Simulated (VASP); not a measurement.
# C (P-1) in VASP: single point with PBE+D3(BJ)

Aim: the single point of C with PBE+D3(BJ).

All numbers are computed with VASP 6.6.1; they aren't measurements. Logs are shortened: lines on timing, memory, paths and dates and some standing lists are left out, and cuts for length are marked.

## Step 1: The cell of the first run

The typed cell holds 2 atoms: a = 2.465 Å, b = 2.465 Å, c = 3.572 Å, α = 90.00°, β = 90.00°, γ = 120.00°.

## Step 2: Single point, PBE+D3(BJ) (atoms displaced along several vibrational modes)

The input, INCAR:

```
SYSTEM = C
ALGO = Normal
EDIFF = 1E-6
ENCUT = 520
GGA = PE
ISIF = 2
ISMEAR = 0
IVDW = 12
LASPH = .True.
LCHARG = .False.
LREAL = .False.
LWAVE = .False.
NBANDS = 11
NELM = 80
PREC = Accurate
SIGMA = 0.15
```

The input, KPOINTS:

```
k-points
0
Gamma
  21 21 12
  0 0 0
```

The input, POSCAR:

```
C
1.0
    2.4646600538      0.0000000000      0.0000000000
   -1.2323300269      2.1344582183      0.0000000000
    0.0000000000      0.0000000000      3.5719697732
C
2
Direct
    0.3171039146      0.6666666667     -0.0087626721
    0.6828960854      0.3333333333      0.0087626721
```

Potentials or basis: VASP PAW PBE potentials, release 64 (C).

Run with:

```sh
$ cat potpaw_PBE.64/C/POTCAR > POTCAR
$ mpirun -np 1 vasp_std > vasp.out
```

OUTCAR:

```text
SYSTEM = C
   EDIFF = 1E-6
   ENCUT = 520
   GGA = PE
   ISIF = 2
   ISMEAR = 0
   IVDW = 12
   LASPH = .True.
   LREAL = .False.
   NELM = 80
   PREC = Accurate
 IVDW          = 12

 ion  position               nearest neighbor table
   1  0.317  0.667  0.991-   2 1.36   2 1.43   2 1.49
   2  0.683  0.333  0.009-   1 1.36   1 1.43   1 1.49

  LATTYP: Found a hexagonal cell.
 ALAT       =     2.4646600538
 C/A-ratio  =     1.4492748270

  Lattice vectors:

 A1 = (   2.4646600538,   0.0000000000,   0.0000000000)
 A2 = (  -1.2323300269,   2.1344582183,   0.0000000000)
 A3 = (   0.0000000000,   0.0000000000,   3.5719697732)

Analysis of symmetry for initial positions (statically):
=====================================================================
 Subroutine PRICEL returns:
 Original cell was already a primitive cell.

 Routine SETGRP: Setting up the symmetry group for a
 hexagonal supercell.

 Subroutine GETGRP returns: Found  2 space group operations
 (whereof  2 operations were pure point group operations)
 out of a pool of 24 trial point group operations.

The static configuration has the point symmetry S_2 .

Analysis of symmetry for dynamics (positions and initial velocities):
=====================================================================
 Subroutine PRICEL returns:
 Original cell was already a primitive cell.

 Routine SETGRP: Setting up the symmetry group for a
 hexagonal supercell.

 Subroutine GETGRP returns: Found  2 space group operations
 (whereof  2 operations were pure point group operations)
 out of a pool of 24 trial point group operations.

The dynamic configuration has the point symmetry S_2 .

 Subroutine INISYM returns: Found  2 space group operations
 (whereof  2 operations are pure point group operations),
 and found     1 'primitive' translations

----------------------------------------------------------------------------------------

                                     Primitive cell

  volume of cell :      18.7911

  direct lattice vectors                    reciprocal lattice vectors
     2.464660054  0.000000000  0.000000000     0.405735468  0.234251482  0.000000000
    -1.232330027  2.134458218  0.000000000     0.000000000  0.468502963  0.000000000
     0.000000000  0.000000000  3.571969773     0.000000000  0.000000000  0.279957576

  length of vectors
     2.464660054  2.464660054  3.571969773     0.468502963  0.468502963  0.279957576

  position of ions in fractional coordinates (direct lattice)
     0.317103915  0.666666667  0.991237328
     0.682896085  0.333333333  0.008762672

  ion indices of the primitive-cell ions
   primitive index   ion index
                 1           1
                 2           2

----------------------------------------------------------------------------------------

 KPOINTS: k-points

Automatic generation of k-mesh.
 Grid dimensions read from file:
 generate k-points for:   21   21   12

 Generating k-lattice:

  Cartesian coordinates                     Fractional coordinates (reciprocal lattice)
     0.019320737  0.011154832  0.000000000     0.047619048  0.000000000  0.000000000
     0.000000000  0.022309665  0.000000000     0.000000000  0.047619048  0.000000000
     0.000000000  0.000000000  0.023329798     0.000000000  0.000000000  0.083333333

  Length of vectors
     0.022309665  0.022309665  0.023329798

  Shift w.r.t. Gamma in fractional coordinates (k-lattice)
     0.000000000  0.000000000  0.000000000

 Subroutine IBZKPT returns following result:
 ===========================================

 Found   2647 irreducible k-points:

 Following reciprocal coordinates:
            Coordinates               Weight
  0.000000  0.000000  0.000000      1.000000
  0.047619 -0.000000  0.000000      2.000000
  0.000000  0.047619  0.000000      2.000000
 -0.047619  0.047619  0.000000      2.000000
  0.095238 -0.000000  0.000000      2.000000
  0.000000  0.095238  0.000000      2.000000
[... 16 lines left out ...]
  0.380952 -0.000000  0.000000      2.000000
  0.000000  0.380952  0.000000      2.000000
 [... further k-points ...]
   k-points           NKPTS =   2647   k-points in BZ     NKDIM =   2647   number of bands    NBANDS=     11
   number of dos      NEDOS =    301   number of ions     NIONS =      2
   total plane-waves  NPLWV =   9072
   dimension x,y,z NGX =    18 NGY =   18 NGZ =   28
   dimension x,y,z NGXF=    36 NGYF=   36 NGZF=   56
   ions per type =               2
   NGX,Y,Z   is equivalent  to a cutoff of  12.14, 12.14, 13.03 a.u.
   NGXF,Y,Z  is equivalent  to a cutoff of  24.28, 24.28, 26.06 a.u.
 SYSTEM =  C
   PREC   = accura    normal or accurate (medium, high low for compatibility)
   ISTART =      0    job   : 0-new  1-cont  2-samecut
   ICHARG =      2    charge: 1-file 2-atom 10-const
   ISPIN  =      1    spin polarized calculation?
   LNONCOLLINEAR =      F non collinear calculations
   LSORBIT =      F    spin-orbit coupling
   LASPH  =      T    aspherical Exc in radial PAW
   ENCUT  =  520.0 eV  38.22 Ry    6.18 a.u.   4.58  4.58  6.64*2*pi/ulx,y,z
   NELM   =     80;   NELMIN=  2; NELMDL= -5     # of ELM steps
   EDIFF  = 0.1E-05   stopping-criterion for ELM
   LREAL  =      F    real-space projection
   EDIFFG = 0.1E-04   stopping-criterion for IOM
   NSW    =      0    number of steps for IOM
   IBRION =     -1    ionic relax: 0-MD 1-quasi-New 2-CG
   NFREE  =      0    steps in history (QN), initial steepest desc. (CG)
   ISIF   =      2    stress and relaxation
   ISYM   =      2    0-nonsym 1-usesym 2-fastsym
   POTIM  = 0.5000    time-step for ionic-motion
   TEBEG  =    0.0;   TEEND  =   0.0 temperature during run
   PSTRESS=    0.0 pullay stress
   NELECT =       8.0000    total number of electrons
   NUPDOWN=      -1.0000    fix difference up-down
   EMIN   =  10.00;   EMAX   =-10.00  energy-range for DOS
   EFERMI =   0.00;   METHOD = LEGACY
   ISMEAR =     0;   SIGMA  =   0.15  broadening in eV -4-tet -1-fermi 0-gaus
   EFERMI_NEDOS =   21; number of points for ismear=-14 and -15
   IALGO  =     38    algorithm
   IMIX   =      4    mixing-type and parameters
     AMIX     =   0.40;   BMIX     =  1.00
     AMIX_MAG =   1.60;   BMIX_MAG =  1.00
  volume/ion in A,a.u.               =       9.40        63.40
  Fermi-wavevector in a.u.,A,eV,Ry     =   1.231556  2.327303 20.636352  1.516729
  Thomas-Fermi vector in A             =   2.366360
   LORBIT       =      0    0 simple, 1 ext, 2 COOP (PROOUT), +10 PAW based schemes
   GGA     = PE    functional components
   LHFCALC =     F    Hartree Fock is set to
   AEXX    =    0.0000 exact exchange contribution
   IVDW    =    12    specifies the selected vdW correction
   LEPSILON=     F    determine dielectric tensor
   LRPA    =     F    only Hartree local field effects (RPA)
 non-spin polarized calculation
 Gauss-broadening in eV      SIGMA  =   0.15
  energy-cutoff  :      520.00
  volume of cell :       18.79
 maximum number of plane-waves:       522
   NGX =  9   NGY =  9   NGZ = 13

 number of electron       8.0000001 magnetization

 Free energy of the ion-electron system (eV)
  ---------------------------------------------------
  ext. energy  EPLUGINS =         0.00000000
  ---------------------------------------------------
  free energy    TOTEN  =       -18.22403809 eV

  energy without entropy =      -18.22358369  energy(sigma->0) =      -18.22381089

 E-fermi :   4.1045     XC(G=0):  -9.8808

 val. band max:        4.0703858351   @ k =   0.3333   0.3333   0.0000
 cond. band min:       4.1282741144   @ k =   0.3810   0.2381   0.5000
 fundamental gap:      0.0578882793
 Fermi energy:         4.1045296076

 k-point     1 :       0.0000    0.0000    0.0000
  band No.  band energies     occupation
      1     -15.4491      2.00000
      2      -2.7154      2.00000
      3       0.0070      2.00000
      4       2.3998      2.00000
      5       7.9220      0.00000
      6      10.9124      0.00000
      7      13.9692      0.00000
      8      15.8389      0.00000
      9      16.6537      0.00000
     10      26.3363      0.00000
     11      27.6296      0.00000

 k-point     2 :       0.0476   -0.0000    0.0000
  band No.  band energies     occupation
      1     -15.3958      2.00000
      2      -2.6519      2.00000
      3      -0.1701      2.00000
      4       2.2323      2.00000
      5       7.9875      0.00000
      6      11.1564      0.00000
      7      13.9486      0.00000
      8      15.6427      0.00000
      9      16.7762      0.00000
     10      26.5165      0.00000
     11      27.6036      0.00000

 k-point     3 :       0.0000    0.0476    0.0000
  band No.  band energies     occupation
      1     -15.3954      2.00000
      2      -2.6534      2.00000
      3      -0.1418      2.00000
      4       2.2068      2.00000
      5       7.9866      0.00000
      6      11.0150      0.00000
      7      14.1482      0.00000
      8      15.6600      0.00000
      9      16.7296      0.00000
     10      26.5008      0.00000
     11      27.5448      0.00000

 k-point     4 :      -0.0476    0.0476    0.0000
  band No.  band energies     occupation
      1     -15.3949      2.00000
      2      -2.6551      2.00000
      3      -0.0892      2.00000
      4       2.1307      2.00000
      5       7.9843      0.00000
      6      11.0261      0.00000
      7      14.1817      0.00000
      8      15.6788      0.00000
      9      16.7152      0.00000
     10      26.4940      0.00000
     11      27.5033      0.00000

 k-point     5 :       0.0952   -0.0000    0.0000
  band No.  band energies     occupation
      1     -15.2360      2.00000
      2      -2.4622      2.00000
      3      -0.6759      2.00000
      4       1.7891      2.00000
      5       8.1833      0.00000
      6      11.7878      0.00000
      7      13.9256      0.00000
      8      15.0861      0.00000
      9      17.1352      0.00000
     10      27.0078      0.00000
     11      27.4623      0.00000
[... 211 lines left out ...]
 k-point    21 :       0.0000    0.3333    0.0000
  band No.  band energies     occupation
      1     -12.8601      2.00000
      2      -5.5997      2.00000
      3      -1.4014      2.00000
      4       0.1717      2.00000
      5       9.3840      0.00000
      6      11.2189      0.00000
      7      11.6222      0.00000
      8      19.1751      0.00000
      9      20.7855      0.00000
     10      23.5112      0.00000
     11      25.2866      0.00000

 k-point    22 :      -0.3333    0.3333    0.0000
  band No.  band energies     occupation
      1     -12.8447      2.00000
      2      -5.1342      2.00000
      3      -2.0995      2.00000
      4       0.0284      2.00000
      5       9.7986      0.00000
      6      11.2749      0.00000
      7      11.6819      0.00000
      8      19.2280      0.00000
      9      21.3495      0.00000
     10      22.8719      0.00000
     11      24.4211      0.00000

 k-point    23 :       0.3810   -0.0000    0.0000
  band No.  band energies     occupation
      1     -12.1082      2.00000
      2      -7.0489      2.00000
      3      -1.3998      2.00000
      4       1.1564      2.00000
      5       7.7882      0.00000
      6      11.7274      0.00000
      7      12.3710      0.00000
      8      18.2347      0.00000
      9      21.1980      0.00000
     10      23.6485      0.00000
     11      26.3959      0.00000

 k-point    24 :       0.0000    0.3810    0.0000
  band No.  band energies     occupation
      1     -12.0942      2.00000
      2      -6.7891      2.00000
      3      -1.7425      2.00000
      4       0.9436      2.00000
      5       8.2844      0.00000
      6      11.2231      0.00000
      7      12.3791      0.00000
      8      18.3872      0.00000
      9      22.2189      0.00000
     10      23.0621      0.00000
     11      25.3900      0.00000

 [... further k-points ...]

------------------------ aborting loop because EDIFF is reached ----------------------------------------

 Edisp (eV)   -0.29015

 E8    (eV) :    -0.0815

  FORCE on cell =-STRESS in cart. coord.  units (eV):
  Direction    XX          YY          ZZ          XY          YZ          ZX
  --------------------------------------------------------------------------------------
  -------------------------------------------------------------------------------------
  Total       0.62813     0.46647    -0.07582     0.92183    -0.02585    -0.26684
  in kB      53.55554    39.77229    -6.46501    78.59755    -2.20405   -22.75170
  external pressure =       28.95 kB  Pullay stress =        0.00 kB

 VOLUME and BASIS-vectors are now :
 -----------------------------------------------------------------------------
  energy-cutoff  :      520.00
  volume of cell :       18.79
      direct lattice vectors                 reciprocal lattice vectors
     2.464660054  0.000000000  0.000000000     0.405735468  0.234251482  0.000000000
    -1.232330027  2.134458218  0.000000000     0.000000000  0.468502963  0.000000000
     0.000000000  0.000000000  3.571969773     0.000000000  0.000000000  0.279957576

 POSITION                                       TOTAL-FORCE (eV/Angst)
 -----------------------------------------------------------------------------------
     -0.04000      1.42297      3.54067         4.261110      0.412926      1.005203
      1.27233      0.71149      0.03130        -4.261110     -0.412926     -1.005203
 -----------------------------------------------------------------------------------
    total drift:                                0.000000     -0.000000      0.000000

  FREE ENERGIE OF THE ION-ELECTRON SYSTEM (eV)
  ---------------------------------------------------
  free  energy   TOTEN  =       -18.5141861768 eV

  energy  without entropy=      -18.5137317708  energy(sigma->0) =      -18.51395897
```

Run time: 2.9 min. Hardware: 1 thread of Intel Xeon 6975P-C (Granite Rapids), shared host; peak memory 0.51 GiB.

Results:

```yaml
Free_energy: -18.5142 eV
Pressure: 2.9 GPa
Largest_force: 4.397 eV/Å
Band_gap_on_the_k_mesh: zero (bands 4 and 5 overlap by 0.38 eV)
Dispersion_energy_per_atom: -0.145 eV
```

Forces in eV/Å, atoms in the order of the input:
```
C    4.261  0.413  1.005
C   -4.261 -0.413 -1.005
```

Levels at points of the mesh, in eV from the Fermi level:
```tsv
k point	band 1	band 2	band 3	band 4	band 5	band 6	band 7	band 8
(0.00, 0.00, 0.00)	-19.55	-6.82	-4.10	-1.70	3.82	6.81	9.86	11.73
(0.00, 0.00, 0.50)	-19.37	-8.24	-4.08	-1.68	6.86	9.22	9.94	11.17
```

Caveat: the cell differs from its parent crystal (atoms displaced along several vibrational modes); the stress differs along the axes, from -1 to 5 GPa; forces of over 1 eV/Å act on the atoms, so gaps and moduli don't describe the material at rest.

The gap in the log of VASP goes by the Fermi energy; the results here count the filled bands.